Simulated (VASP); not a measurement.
# SrO (zincblende type) (F-43m) in VASP: further runs

Aim: see how the results for SrO (zincblende type) move with the level of theory and the settings. Levels: PBE, LDA. Tasks: single point.

All numbers are computed with VASP 6.6.1; they aren't measurements. Logs are shortened: lines on timing, memory, paths and dates and some standing lists are left out, and cuts for length are marked.

### 1 The cell of the first run

Symmetry: F-43m, No. 216, cubic system. Conventional cell: a = 5.613 Å, b = 5.613 Å, c = 5.613 Å, α = 90.00°, β = 90.00°, γ = 90.00°. Sr (site symmetry -43m) has 4 O at 2.43 Å within 3.2 Å. Within 3.2 Å of O (site symmetry -43m) lie 4 Sr at 2.43 Å.

### 2 Single point, PBE

Contents of INCAR:

```
ALGO = Normal
EDIFF = 1E-7
ENCUT = 520
GGA = PE
ISIF = 2
ISMEAR = -1
LASPH = True
LCHARG = True
LELF = True
LREAL = False
LVHAR = True
LWAVE = False
NBANDS = 15
NELM = 100
PREC = Accurate
SIGMA = 0.03
```

Contents of KPOINTS:

```
k-points
0
Gamma
  11 11 11
```

Contents of POSCAR:

```
SrO
1.0
    0.0000000000      2.8065896588      2.8065896588
    2.8065896588      0.0000000000      2.8065896588
    2.8065896588      2.8065896588      0.0000000000
Sr O
1 1
Direct
    0.0000000000      0.0000000000      0.0000000000
    0.2500000000      0.2500000000      0.2500000000
```

Potentials or basis: VASP PAW PBE potentials, release 64 (Sr_sv, O).

On the command line:

```console
> cat potpaw_PBE.64/Sr_sv/POTCAR potpaw_PBE.64/O/POTCAR > POTCAR
> mpirun -np 1 vasp_std > vasp.out
```

OUTCAR:

```text
EDIFF = 1E-7
   ENCUT = 520
   GGA = PE
   ISIF = 2
   ISMEAR = -1
   LASPH = True
   LREAL = False
   NELM = 100
   PREC = Accurate

 ion  position               nearest neighbor table
   1  0.000  0.000  0.000-   2 2.43   2 2.43   2 2.43   2 2.43
   2  0.250  0.250  0.250-   1 2.43   1 2.43   1 2.43   1 2.43

  LATTYP: Found a face centered cubic cell.
 ALAT       =     5.6131793176

  Lattice vectors:

 A1 = (   0.0000000000,   2.8065896588,   2.8065896588)
 A2 = (   2.8065896588,   0.0000000000,   2.8065896588)
 A3 = (   2.8065896588,   2.8065896588,   0.0000000000)

Analysis of symmetry for initial positions (statically):
=====================================================================
 Subroutine PRICEL returns:
 Original cell was already a primitive cell.

 Routine SETGRP: Setting up the symmetry group for a
 face centered cubic supercell.

 Subroutine GETGRP returns: Found 24 space group operations
 (whereof 24 operations were pure point group operations)
 out of a pool of 48 trial point group operations.

The static configuration has the point symmetry T_d .

Analysis of symmetry for dynamics (positions and initial velocities):
=====================================================================
 Subroutine PRICEL returns:
 Original cell was already a primitive cell.

 Routine SETGRP: Setting up the symmetry group for a
 face centered cubic supercell.

 Subroutine GETGRP returns: Found 24 space group operations
 (whereof 24 operations were pure point group operations)
 out of a pool of 48 trial point group operations.

The dynamic configuration has the point symmetry T_d .

 Subroutine INISYM returns: Found 24 space group operations
 (whereof 24 operations are pure point group operations),
 and found     1 'primitive' translations

----------------------------------------------------------------------------------------

                                     Primitive cell

  volume of cell :      44.2147

  direct lattice vectors                    reciprocal lattice vectors
     0.000000000  2.806589659  2.806589659    -0.178152156  0.178152156  0.178152156
     2.806589659  0.000000000  2.806589659     0.178152156 -0.178152156  0.178152156
     2.806589659  2.806589659  0.000000000     0.178152156  0.178152156 -0.178152156

  length of vectors
     3.969117159  3.969117159  3.969117159     0.308568586  0.308568586  0.308568586

  position of ions in fractional coordinates (direct lattice)
     0.000000000  0.000000000  0.000000000
     0.250000000  0.250000000  0.250000000

  ion indices of the primitive-cell ions
   primitive index   ion index
                 1           1
                 2           2

----------------------------------------------------------------------------------------

 KPOINTS: k-points

Automatic generation of k-mesh.
 Grid dimensions read from file:
 generate k-points for:   11   11   11

 Generating k-lattice:

  Cartesian coordinates                     Fractional coordinates (reciprocal lattice)
    -0.016195651  0.016195651  0.016195651     0.090909091  0.000000000  0.000000000
     0.016195651 -0.016195651  0.016195651     0.000000000  0.090909091  0.000000000
     0.016195651  0.016195651 -0.016195651     0.000000000  0.000000000  0.090909091

  Length of vectors
     0.028051690  0.028051690  0.028051690

  Shift w.r.t. Gamma in fractional coordinates (k-lattice)
     0.000000000  0.000000000  0.000000000

 Subroutine IBZKPT returns following result:
 ===========================================

 Found     56 irreducible k-points:

 Following reciprocal coordinates:
            Coordinates               Weight
  0.000000  0.000000  0.000000      1.000000
  0.090909  0.000000  0.000000      8.000000
  0.181818  0.000000  0.000000      8.000000
  0.272727  0.000000  0.000000      8.000000
  0.363636  0.000000  0.000000      8.000000
  0.454545  0.000000  0.000000      8.000000
[... 16 lines left out ...]
 -0.272727  0.181818  0.000000     24.000000
 -0.181818  0.181818  0.000000     12.000000
 [... further k-points ...]
   k-points           NKPTS =     56   k-points in BZ     NKDIM =     56   number of bands    NBANDS=     15
   number of dos      NEDOS =    301   number of ions     NIONS =      2
   total plane-waves  NPLWV =  27000
   dimension x,y,z NGX =    30 NGY =   30 NGZ =   30
   dimension x,y,z NGXF=    60 NGYF=   60 NGZF=   60
   ions per type =               1   1
   NGX,Y,Z   is equivalent  to a cutoff of  12.57, 12.57, 12.57 a.u.
   NGXF,Y,Z  is equivalent  to a cutoff of  25.13, 25.13, 25.13 a.u.
 SYSTEM =  unknown system
   PREC   = accura    normal or accurate (medium, high low for compatibility)
   ISTART =      0    job   : 0-new  1-cont  2-samecut
   ICHARG =      2    charge: 1-file 2-atom 10-const
   ISPIN  =      1    spin polarized calculation?
   LNONCOLLINEAR =      F non collinear calculations
   LSORBIT =      F    spin-orbit coupling
   LASPH  =      T    aspherical Exc in radial PAW
   ENCUT  =  520.0 eV  38.22 Ry    6.18 a.u.   7.38  7.38  7.38*2*pi/ulx,y,z
   NELM   =    100;   NELMIN=  2; NELMDL= -5     # of ELM steps
   EDIFF  = 0.1E-06   stopping-criterion for ELM
   LREAL  =      F    real-space projection
   EDIFFG = 0.1E-05   stopping-criterion for IOM
   NSW    =      0    number of steps for IOM
   IBRION =     -1    ionic relax: 0-MD 1-quasi-New 2-CG
   NFREE  =      0    steps in history (QN), initial steepest desc. (CG)
   ISIF   =      2    stress and relaxation
   ISYM   =      2    0-nonsym 1-usesym 2-fastsym
   POTIM  = 0.5000    time-step for ionic-motion
   TEBEG  =    0.0;   TEEND  =   0.0 temperature during run
   PSTRESS=    0.0 pullay stress
   NELECT =      16.0000    total number of electrons
   NUPDOWN=      -1.0000    fix difference up-down
   EMIN   =  10.00;   EMAX   =-10.00  energy-range for DOS
   EFERMI =   0.00;   METHOD = LEGACY
   ISMEAR =    -1;   SIGMA  =   0.03  broadening in eV -4-tet -1-fermi 0-gaus
   EFERMI_NEDOS =   21; number of points for ismear=-14 and -15
   IALGO  =     38    algorithm
   IMIX   =      4    mixing-type and parameters
     AMIX     =   0.40;   BMIX     =  1.00
     AMIX_MAG =   1.60;   BMIX_MAG =  1.00
  volume/ion in A,a.u.               =      22.11       149.19
  Fermi-wavevector in a.u.,A,eV,Ry     =   1.166611  2.204574 18.517260  1.360980
  Thomas-Fermi vector in A             =   2.303121
   LORBIT       =      0    0 simple, 1 ext, 2 COOP (PROOUT), +10 PAW based schemes
   GGA     = PE    functional components
   LHFCALC =     F    Hartree Fock is set to
   AEXX    =    0.0000 exact exchange contribution
   IVDW    =     0    specifies the selected vdW correction
   LEPSILON=     F    determine dielectric tensor
   LRPA    =     F    only Hartree local field effects (RPA)
 non-spin polarized calculation
  energy-cutoff  :      520.00
  volume of cell :       44.21
 maximum number of plane-waves:      1243
 NGX is ok and might be reduce to    30
   NGX = 15   NGY = 15   NGZ = 15

 number of electron      16.0000004 magnetization

 Free energy of the ion-electron system (eV)
  ---------------------------------------------------
  ext. energy  EPLUGINS =         0.00000000
  ---------------------------------------------------
  free energy    TOTEN  =       -11.76561454 eV

  energy without entropy =      -11.76561454  energy(sigma->0) =      -11.76561454

 E-fermi :   0.9509     XC(G=0):  -8.5604

 val. band max:        0.2052858606   @ k =  -0.3636   0.4545   0.1818
 cond. band min:       2.7112776100   @ k =   0.0000   0.0000   0.0000
 fundamental gap:      2.5059917495
 Fermi energy:         0.9509473738

 k-point     1 :       0.0000    0.0000    0.0000
  band No.  band energies     occupation
      1     -32.0411      2.00000
      2     -14.5272      2.00000
      3     -13.9352      2.00000
      4     -13.9352      2.00000
      5     -13.9352      2.00000
      6      -0.5886      2.00000
      7      -0.5886      2.00000
      8      -0.5886      2.00000
      9       2.7113      0.00000
     10       8.2125      0.00000
     11       8.2125      0.00000
     12       9.5152      0.00000
     13       9.5152      0.00000
     14       9.5152      0.00000
     15      15.2177      0.00000

 k-point     2 :       0.0909    0.0000    0.0000
  band No.  band energies     occupation
      1     -32.0367      2.00000
      2     -14.7531      2.00000
      3     -13.9418      2.00000
      4     -13.9418      2.00000
      5     -13.7258      2.00000
      6      -0.6520      2.00000
      7      -0.5608      2.00000
      8      -0.5608      2.00000
      9       2.9932      0.00000
     10       8.0223      0.00000
     11       8.0223      0.00000
     12       9.3273      0.00000
     13       9.7378      0.00000
     14       9.7378      0.00000
     15      14.1754      0.00000

 k-point     3 :       0.1818    0.0000    0.0000
  band No.  band energies     occupation
      1     -32.0248      2.00000
      2     -15.1151      2.00000
      3     -13.9595      2.00000
      4     -13.9595      2.00000
      5     -13.4115      2.00000
      6      -0.7398      2.00000
      7      -0.4889      2.00000
      8      -0.4889      2.00000
      9       3.6791      0.00000
     10       7.7414      0.00000
     11       7.7414      0.00000
     12       8.8884      0.00000
     13      10.0802      0.00000
     14      10.0802      0.00000
     15      13.0162      0.00000
[... 343 lines left out ...]
 k-point    23 :      -0.2727    0.1818    0.0000
  band No.  band energies     occupation
      1     -31.9905      2.00000
      2     -15.6927      2.00000
      3     -14.1588      2.00000
      4     -14.0038      2.00000
      5     -12.8370      2.00000
      6      -0.6073      2.00000
      7      -0.3200      2.00000
      8      -0.2886      2.00000
      9       5.1009      0.00000
     10       7.1283      0.00000
     11       7.2090      0.00000
     12       8.6639      0.00000
     13      10.5071      0.00000
     14      10.5665      0.00000
     15      12.3176      0.00000

 k-point    24 :      -0.1818    0.1818    0.0000
  band No.  band energies     occupation
      1     -32.0038      2.00000
      2     -15.5031      2.00000
      3     -14.0930      2.00000
      4     -13.9777      2.00000
      5     -13.0207      2.00000
      6      -0.7432      2.00000
      7      -0.3851      2.00000
      8      -0.3336      2.00000
      9       4.6993      0.00000
     10       7.1453      0.00000
     11       7.3694      0.00000
     12       8.9079      0.00000
     13      10.2518      0.00000
     14      10.4728      0.00000
     15      12.5327      0.00000

 [... further k-points ...]

------------------------ aborting loop because EDIFF is reached ----------------------------------------

  FORCE on cell =-STRESS in cart. coord.  units (eV):
  Direction    XX          YY          ZZ          XY          YZ          ZX
  --------------------------------------------------------------------------------------
  -------------------------------------------------------------------------------------
  Total        0.1211514      0.1211514      0.1211514     -0.0000000     -0.0000000      0.0000000
  in kB        4.3900790      4.3900790      4.3900790     -0.0000000     -0.0000000      0.0000000
  external PRESSURE =       4.3900790 kB  Pullay stress =       0.0000000 kB

 VOLUME and BASIS-vectors are now :
 -----------------------------------------------------------------------------
  energy-cutoff  :      520.00
  volume of cell :       44.21
      direct lattice vectors                 reciprocal lattice vectors
     0.000000000  2.806589659  2.806589659    -0.178152156  0.178152156  0.178152156
     2.806589659  0.000000000  2.806589659     0.178152156 -0.178152156  0.178152156
     2.806589659  2.806589659  0.000000000     0.178152156  0.178152156 -0.178152156

 POSITION                                       TOTAL-FORCE (eV/Angst)
 -----------------------------------------------------------------------------------
      0.00000      0.00000      0.00000         0.000000     -0.000000     -0.000000
      1.40329      1.40329      1.40329        -0.000000      0.000000      0.000000
 -----------------------------------------------------------------------------------
    total drift:                               -0.000000     -0.000000     -0.000000

  FREE ENERGIE OF THE ION-ELECTRON SYSTEM (eV)
  ---------------------------------------------------
  free  energy   TOTEN  =       -11.7656145425 eV

  energy  without entropy=      -11.7656145425  energy(sigma->0) =      -11.76561454
```

It took 24 s on 1 thread of Intel Xeon 6975P-C (Granite Rapids), shared host; peak memory 0.19 GiB.

Results:

```yaml
Free_energy: -11.7656 eV
Pressure: 0.4 GPa
Band_gap_on_the_k_mesh: 2.51 eV, indirect (least direct gap 3.30 eV)
```

### 3 Single point, LDA

Contents of INCAR:

```
PREC = Accurate
ENCUT = 520
EDIFF = 1E-6
ISMEAR = -1
SIGMA = 0.03
LREAL = False
LASPH = True
NELM = 100
ALGO = Normal
ISIF = 2
LWAVE = False
LCHARG = False
NBANDS = 15
```

Contents of KPOINTS:

```
regular mesh
0
Gamma
  11 11 11
```

POSCAR is that of step 2.

Potentials or basis: VASP PAW LDA potentials, release 64 (Sr_sv, O).

On the command line:

```console
> cat potpaw_LDA.64/Sr_sv/POTCAR potpaw_LDA.64/O/POTCAR > POTCAR
> mpirun -np 1 vasp_std > vasp.out
```

Run time: 18 s. Hardware: 1 thread of Intel Xeon 6975P-C (Granite Rapids), shared host; peak memory 0.17 GiB.

Results (log left out):

- Free energy: -12.9119 eV
- Pressure: -4.1 GPa
- Band gap on the k mesh: 2.29 eV, indirect (least direct gap 3.11 eV)

Levels at points of the mesh, in eV from the valence-band top:
```csv
k point,band 4,band 5,band 6,band 7,band 8,band 9,band 10,band 11,band 12,band 13
"(0.00, 0.00, 0.00)",-13.94,-13.94,-0.81,-0.81,-0.81,2.29,7.95,7.95,9.24,9.24
```
